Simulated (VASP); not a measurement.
# WC (rocksalt type) (Fm-3m) in VASP: further runs

Runs on WC (rocksalt type). Level: PBE. Tasks: single point.

Everything below comes from runs of VASP 6.6.1. Logs are shortened: lines on timing, memory, paths and dates and some standing lists are left out, and cuts for length are marked.

### 1 The cell of the first run

It takes space group Fm-3m (No. 225, cubic). The conventional cell has a = 3.734 Å, b = 3.734 Å, c = 3.734 Å, α = 90.00°, β = 90.00°, γ = 90.00°. Within 2.5 Å of W (site symmetry m-3m) lie 6 C at 1.87 Å. C (site symmetry m-3m) has 6 W at 1.87 Å within 2.5 Å.

### 2 Single point, PBE

INCAR

```
PREC = Accurate ; ENCUT = 520
EDIFF = 1E-7 ; ISMEAR = -1
SIGMA = 0.1 ; LREAL = False
LASPH = True ; NELM = 80
ALGO = Normal ; ISIF = 2
LWAVE = False ; LCHARG = False
GGA = PE ; NBANDS = 16
```

KPOINTS

```
Automatic mesh
0
Gamma
  18 18 18
```

POSCAR

```
WC
1.0
    0.0000000000      1.8667971936      1.8667971936
    1.8667971936      0.0000000000      1.8667971936
    1.8667971936      1.8667971936      0.0000000000
W C
1 1
Direct
    0.0000000000      0.0000000000      0.0000000000
    0.5000000000      0.5000000000      0.5000000000
```

Potentials or basis: VASP PAW PBE potentials, release 64 (W_sv, C).

Command:

```console
cat potpaw_PBE.64/W_sv/POTCAR potpaw_PBE.64/C/POTCAR > POTCAR
mpirun -np 1 vasp_std > vasp.out
```

OUTCAR:

```text
PREC = Accurate
   ENCUT = 520
   EDIFF = 1E-7
   ISMEAR = -1
   LREAL = False
   LASPH = True
   NELM = 80
   ISIF = 2
   GGA = PE

 ion  position               nearest neighbor table
   1  0.000  0.000  0.000-   2 1.87   2 1.87   2 1.87   2 1.87   2 1.87   2 1.87
   2  0.500  0.500  0.500-   1 1.87   1 1.87   1 1.87   1 1.87   1 1.87   1 1.87

  LATTYP: Found a face centered cubic cell.
 ALAT       =     3.7335943872

  Lattice vectors:

 A1 = (   0.0000000000,   1.8667971936,   1.8667971936)
 A2 = (   1.8667971936,   0.0000000000,   1.8667971936)
 A3 = (   1.8667971936,   1.8667971936,   0.0000000000)

Analysis of symmetry for initial positions (statically):
=====================================================================
 Subroutine PRICEL returns:
 Original cell was already a primitive cell.

 Routine SETGRP: Setting up the symmetry group for a
 face centered cubic supercell.

 Subroutine GETGRP returns: Found 48 space group operations
 (whereof 48 operations were pure point group operations)
 out of a pool of 48 trial point group operations.

The static configuration has the point symmetry O_h .

Analysis of symmetry for dynamics (positions and initial velocities):
=====================================================================
 Subroutine PRICEL returns:
 Original cell was already a primitive cell.

 Routine SETGRP: Setting up the symmetry group for a
 face centered cubic supercell.

 Subroutine GETGRP returns: Found 48 space group operations
 (whereof 48 operations were pure point group operations)
 out of a pool of 48 trial point group operations.

The dynamic configuration has the point symmetry O_h .

 Subroutine INISYM returns: Found 48 space group operations
 (whereof 48 operations are pure point group operations),
 and found     1 'primitive' translations

----------------------------------------------------------------------------------------

                                     Primitive cell

  volume of cell :      13.0113

  direct lattice vectors                    reciprocal lattice vectors
     0.000000000  1.866797194  1.866797194    -0.267838414  0.267838414  0.267838414
     1.866797194  0.000000000  1.866797194     0.267838414 -0.267838414  0.267838414
     1.866797194  1.866797194  0.000000000     0.267838414  0.267838414 -0.267838414

  length of vectors
     2.640049909  2.640049909  2.640049909     0.463909742  0.463909742  0.463909742

  position of ions in fractional coordinates (direct lattice)
     0.000000000  0.000000000  0.000000000
     0.500000000  0.500000000  0.500000000

  ion indices of the primitive-cell ions
   primitive index   ion index
                 1           1
                 2           2

----------------------------------------------------------------------------------------

 KPOINTS: Automatic mesh

Automatic generation of k-mesh.
 Grid dimensions read from file:
 generate k-points for:   18   18   18

 Generating k-lattice:

  Cartesian coordinates                     Fractional coordinates (reciprocal lattice)
    -0.014879912  0.014879912  0.014879912     0.055555556  0.000000000  0.000000000
     0.014879912 -0.014879912  0.014879912     0.000000000  0.055555556  0.000000000
     0.014879912  0.014879912 -0.014879912     0.000000000  0.000000000  0.055555556

  Length of vectors
     0.025772763  0.025772763  0.025772763

  Shift w.r.t. Gamma in fractional coordinates (k-lattice)
     0.000000000  0.000000000  0.000000000

 Subroutine IBZKPT returns following result:
 ===========================================

 Found    195 irreducible k-points:

 Following reciprocal coordinates:
            Coordinates               Weight
  0.000000  0.000000  0.000000      1.000000
  0.055556  0.000000  0.000000      8.000000
  0.111111  0.000000  0.000000      8.000000
  0.166667  0.000000  0.000000      8.000000
  0.222222  0.000000  0.000000      8.000000
  0.277778  0.000000  0.000000      8.000000
[... 16 lines left out ...]
 -0.277778  0.055556  0.000000     24.000000
 -0.222222  0.055556  0.000000     24.000000
 [... further k-points ...]
   k-points           NKPTS =    195   k-points in BZ     NKDIM =    195   number of bands    NBANDS=     16
   number of dos      NEDOS =    301   number of ions     NIONS =      2
   total plane-waves  NPLWV =   8000
   dimension x,y,z NGX =    20 NGY =   20 NGZ =   20
   dimension x,y,z NGXF=    40 NGYF=   40 NGZF=   40
   ions per type =               1   1
   NGX,Y,Z   is equivalent  to a cutoff of  12.59, 12.59, 12.59 a.u.
   NGXF,Y,Z  is equivalent  to a cutoff of  25.19, 25.19, 25.19 a.u.
 SYSTEM =  unknown system
   PREC   = accura    normal or accurate (medium, high low for compatibility)
   ISTART =      0    job   : 0-new  1-cont  2-samecut
   ICHARG =      2    charge: 1-file 2-atom 10-const
   ISPIN  =      1    spin polarized calculation?
   LNONCOLLINEAR =      F non collinear calculations
   LSORBIT =      F    spin-orbit coupling
   LASPH  =      T    aspherical Exc in radial PAW
   ENCUT  =  520.0 eV  38.22 Ry    6.18 a.u.   4.91  4.91  4.91*2*pi/ulx,y,z
   NELM   =     80;   NELMIN=  2; NELMDL= -5     # of ELM steps
   EDIFF  = 0.1E-06   stopping-criterion for ELM
   LREAL  =      F    real-space projection
   EDIFFG = 0.1E-05   stopping-criterion for IOM
   NSW    =      0    number of steps for IOM
   IBRION =     -1    ionic relax: 0-MD 1-quasi-New 2-CG
   NFREE  =      0    steps in history (QN), initial steepest desc. (CG)
   ISIF   =      2    stress and relaxation
   ISYM   =      2    0-nonsym 1-usesym 2-fastsym
   POTIM  = 0.5000    time-step for ionic-motion
   TEBEG  =    0.0;   TEEND  =   0.0 temperature during run
   PSTRESS=    0.0 pullay stress
   NELECT =      18.0000    total number of electrons
   NUPDOWN=      -1.0000    fix difference up-down
   EMIN   =  10.00;   EMAX   =-10.00  energy-range for DOS
   EFERMI =   0.00;   METHOD = LEGACY
   ISMEAR =    -1;   SIGMA  =   0.10  broadening in eV -4-tet -1-fermi 0-gaus
   EFERMI_NEDOS =   21; number of points for ismear=-14 and -15
   IALGO  =     38    algorithm
   IMIX   =      4    mixing-type and parameters
     AMIX     =   0.40;   BMIX     =  1.00
     AMIX_MAG =   1.60;   BMIX_MAG =  1.00
  volume/ion in A,a.u.               =       6.51        43.90
  Fermi-wavevector in a.u.,A,eV,Ry     =   1.824142  3.447128 45.273281  3.327492
  Thomas-Fermi vector in A             =   2.879938
   LORBIT       =      0    0 simple, 1 ext, 2 COOP (PROOUT), +10 PAW based schemes
   GGA     = PE    functional components
   LHFCALC =     F    Hartree Fock is set to
   AEXX    =    0.0000 exact exchange contribution
   IVDW    =     0    specifies the selected vdW correction
   LEPSILON=     F    determine dielectric tensor
   LRPA    =     F    only Hartree local field effects (RPA)
 non-spin polarized calculation
  energy-cutoff  :      520.00
  volume of cell :       13.01
 maximum number of plane-waves:       361
   NGX =  9   NGY =  9   NGZ =  9

 number of electron      17.9999999 magnetization

 Free energy of the ion-electron system (eV)
  ---------------------------------------------------
  ext. energy  EPLUGINS =         0.00000000
  ---------------------------------------------------
  free energy    TOTEN  =       -13.49581794 eV

  energy without entropy =      -13.48037566  energy(sigma->0) =      -13.48809680

 E-fermi :  21.0408     XC(G=0): -16.6106

 val. band max:       21.0152938103   @ k =   0.3333   0.1111   0.0556
 cond. band min:      21.0587859146   @ k =   0.2222   0.1111   0.0556
 fundamental gap:      0.0434921043
 Fermi energy:        21.0408418940

 k-point     1 :       0.0000    0.0000    0.0000
  band No.  band energies     occupation
      1     -54.3879      2.00000
      2     -17.9352      2.00000
      3     -17.9352      2.00000
      4     -17.9352      2.00000
      5       1.2588      2.00000
      6      15.9623      2.00000
[... 8 lines left out ...]
     15      34.1033      0.00000
     16      55.5899      0.00000

 k-point     2 :       0.0556    0.0000    0.0000
  band No.  band energies     occupation
      1     -54.3774      2.00000
      2     -18.0474      2.00000
      3     -17.9441      2.00000
      4     -17.9441      2.00000
      5       1.4438      2.00000
      6      15.5271      2.00000
[... 8 lines left out ...]
     15      34.2350      0.00000
     16      53.9168      0.00000

 k-point     3 :       0.1111    0.0000    0.0000
  band No.  band energies     occupation
      1     -54.3475      2.00000
      2     -18.3614      2.00000
      3     -17.9695      2.00000
      4     -17.9695      2.00000
      5       1.9686      2.00000
      6      14.5814      2.00000
[... 8 lines left out ...]
     15      34.5812      0.00000
     16      51.1878      0.00000

 k-point     4 :       0.1667    0.0000    0.0000
  band No.  band energies     occupation
      1     -54.3013      2.00000
      2     -18.8191      2.00000
      3     -18.0081      2.00000
      4     -18.0081      2.00000
      5       2.7518      2.00000
      6      13.5240      2.00000
[... 8 lines left out ...]
     15      34.9929      0.00000
     16      48.6055      0.00000
[... 324 lines left out ...]
 k-point    22 :      -0.3333    0.0556    0.0000
  band No.  band energies     occupation
      1     -54.1021      2.00000
      2     -20.4641      2.00000
      3     -18.2845      2.00000
      4     -18.1300      2.00000
      5       5.8177      2.00000
      6      10.2479      2.00000
[... 8 lines left out ...]
     15      39.1450      0.00000
     16      40.7727      0.00000

 k-point    23 :      -0.2778    0.0556    0.0000
  band No.  band energies     occupation
      1     -54.1566      2.00000
      2     -20.0341      2.00000
      3     -18.2471      2.00000
      4     -18.0761      2.00000
      5       5.0431      2.00000
      6      11.0172      2.00000
[... 8 lines left out ...]
     15      38.6634      0.00000
     16      41.5114      0.00000

 k-point    24 :      -0.2222    0.0556    0.0000
  band No.  band energies     occupation
      1     -54.2169      2.00000
      2     -19.5325      2.00000
      3     -18.1958      2.00000
      4     -18.0239      2.00000
      5       4.1260      2.00000
      6      11.9601      2.00000
[... 8 lines left out ...]
     15      36.4087      0.00000
     16      43.7662      0.00000

 [... further k-points ...]

------------------------ aborting loop because EDIFF is reached ----------------------------------------

  FORCE on cell =-STRESS in cart. coord.  units (eV):
  Direction    XX          YY          ZZ          XY          YZ          ZX
  --------------------------------------------------------------------------------------
  -------------------------------------------------------------------------------------
  Total       39.5913516     39.5913516     39.5913516      0.0000000      0.0000000      0.0000000
  in kB     4875.1670010   4875.1670010   4875.1670010      0.0000000      0.0000000      0.0000000
  external PRESSURE =    4875.1670010 kB  Pullay stress =       0.0000000 kB

 VOLUME and BASIS-vectors are now :
 -----------------------------------------------------------------------------
  energy-cutoff  :      520.00
  volume of cell :       13.01
      direct lattice vectors                 reciprocal lattice vectors
     0.000000000  1.866797194  1.866797194    -0.267838414  0.267838414  0.267838414
     1.866797194  0.000000000  1.866797194     0.267838414 -0.267838414  0.267838414
     1.866797194  1.866797194  0.000000000     0.267838414  0.267838414 -0.267838414

 POSITION                                       TOTAL-FORCE (eV/Angst)
 -----------------------------------------------------------------------------------
      0.00000      0.00000      0.00000        -0.000000     -0.000000      0.000000
      1.86680      1.86680      1.86680         0.000000      0.000000     -0.000000
 -----------------------------------------------------------------------------------
    total drift:                                0.000000     -0.000000     -0.000000

  FREE ENERGIE OF THE ION-ELECTRON SYSTEM (eV)
  ---------------------------------------------------
  free  energy   TOTEN  =       -13.4958179359 eV

  energy  without entropy=      -13.4803756598  energy(sigma->0) =      -13.48809680
```

It took 25 s on 1 thread of AMD EPYC 9R45 (Zen 5), shared host; peak memory 0.13 GiB.

Results:

```
Free energy            : -13.4958 eV
Pressure               : 487.5 GPa
Band gap on the k mesh : zero (band 9 reaches 23.56 eV, above the bottom of band 10 at 17.20 eV)
```

Levels at points of the mesh, in eV from the Fermi level:
```tsv
k point	band 6	band 7	band 8	band 9	band 10	band 11	band 12	band 13
(0.00, 0.00, 0.00)	-5.08	-5.08	-5.08	-2.11	-2.11	-2.11	-1.42	-1.42
(0.50, 0.00, 0.00)	-10.79	-10.79	-10.64	2.51	2.51	5.07	5.62	14.73
(0.50, 0.50, 0.00)	-10.52	-5.24	-2.75	-2.75	2.25	5.11	5.11	12.36
```

Caveat: spin-orbit coupling is left out, which moves the levels of the heavy elements.

### 3 Single point, PBE

INCAR

```
SYSTEM = WC
PREC = Accurate
ENCUT = 520
EDIFF = 1E-6
ISMEAR = -1
SIGMA = 0.1
LREAL = .False.
LASPH = .True.
NELM = 100
ALGO = Normal
ISIF = 2
LWAVE = .False.
LCHARG = .False.
GGA = PE
NBANDS = 16
```

KPOINTS

```
Automatic mesh
0
Gamma
  18 18 18
  0 0 0
```

POSCAR

```
WC
1.0
    0.0000000000      1.8657974040      1.8657974040
    1.8657974040      0.0000000000      1.8657974040
    1.8657974040      1.8657974040      0.0000000000
W C
1 1
Direct
    0.0000000000      0.0000000000      0.0000000000
    0.5000000000      0.5000000000      0.5000000000
```

Potentials or basis: VASP PAW PBE potentials, release 64 (W_sv, C).

Command:

```console
cat potpaw_PBE.64/W_sv/POTCAR potpaw_PBE.64/C/POTCAR > POTCAR
mpirun -np 1 vasp_std > vasp.out
```

Run time: 20 s. Hardware: 1 thread of AMD EPYC 9R45 (Zen 5), shared host; peak memory 0.13 GiB.

It converged, with:

```
Free energy            : -13.4320 eV
Pressure               : 490.7 GPa
Band gap on the k mesh : zero (band 9 reaches 23.60 eV, above the bottom of band 10 at 17.23 eV)
```

Levels at points of the mesh, in eV from the Fermi level:
```
           k point  band 5  band 6  band 7  band 8  band 9  band 10  band 11  band 12  band 13  band 14
(0.00, 0.00, 0.00)  -19.79   -5.09   -5.09   -5.09   -2.11    -2.11    -2.11    -1.42    -1.42     8.72
(0.50, 0.00, 0.00)  -14.54  -10.81  -10.81  -10.63    2.52     2.52     5.08     5.62    14.74    14.74
(0.50, 0.50, 0.00)  -18.40  -10.54   -5.24   -2.75   -2.75     2.26     5.13     5.13    12.39    15.66
```

Caveat: spin-orbit coupling is left out, which moves the levels of the heavy elements.
